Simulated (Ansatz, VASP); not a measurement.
**Al in VASP and in Ansatz**

```
Al
1.0
     0.00000    1.99390    1.99390
     1.99390    0.00000    1.99390
     1.99390    1.99390    0.00000
Al
1
Direct
  0.00000 0.00000 0.00000
```

Alike in both runs: functional PBE; dispersion D3(BJ); k mesh 8 × 8 × 8; occupations gaussian, width 0.1 eV; no spin polarisation.

Ansatz relaxed the structure, and its values are those at the end. VASP's run is a single point on that final structure, the one shown.

|  | VASP | Ansatz |
| --- | --- | --- |
| version | VASP 6.6.1 | Ansatz 0.2.0 |
| potentials or method | VASP PAW PBE potentials, release 64 (Al), cutoff 500 eV | scalar-relativistic, plane waves, PAW |
| valence electrons in the cell | 3 | 3 |

|  | VASP | Ansatz | Ansatz less VASP |
| --- | --- | --- | --- |
| gap on the k mesh at the Fermi level (eV) | none | none | - |
| pressure (GPa) | -0.1 | -0.1 | +0.03 |

A gap of «none» marks a metal or a gap that the smearing closes.
